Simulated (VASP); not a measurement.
Input of a VASP 6.6.1 run:

File INCAR:

```
SYSTEM = Ag
PREC     = Accurate       ! precision mode
ENCUT    = 520            ! plane-wave cutoff, eV
EDIFF    = 1E-6           ! SCF threshold, eV
ISMEAR   = 0              ! smearing method
SIGMA    = 0.15           ! smearing width, eV
LREAL    = .False.        ! projectors in reciprocal space
LASPH    = .True.         ! aspherical terms in the spheres
NELM     = 60             ! most SCF steps
ALGO     = Normal         ! electronic algorithm
ISIF     = 2              ! what is computed and relaxed
LWAVE    = .False.        ! write WAVECAR
LCHARG   = .False.        ! write CHGCAR
GGA      = PE             ! functional
NBANDS   = 12             ! bands
```

The input KPOINTS:

```
regular mesh
0
Gamma
  20 20 20
  0 0 0
```

File POSCAR:

```
Ag
1.0
    0.0000000000      2.0431000000      2.0941775000
    2.0431000000      0.0000000000      2.0941775000
    2.0431000000      2.0431000000      0.0000000000
Ag
1
Direct
    0.0000000000      0.0000000000      0.0000000000
```

Potentials or basis: VASP PAW PBE potentials, release 64 (Ag).

Run with:

```console
$ cat potpaw_PBE.64/Ag/POTCAR > POTCAR
$ mpirun -np 1 vasp_std > vasp.out
```

Predict the band gap on the k mesh.

zero (an odd number of electrons rules out a gap without spin polarisation).

Predict the pressure.

1.8 GPa.

Stress tensor (GPa, compression positive):
```
2.17 0.00 0.00
0.00 2.17 0.00
0.00 0.00 1.16
```

Caveat: the cell differs from its parent crystal (strain +0.000 along x and y, +0.025 along z).
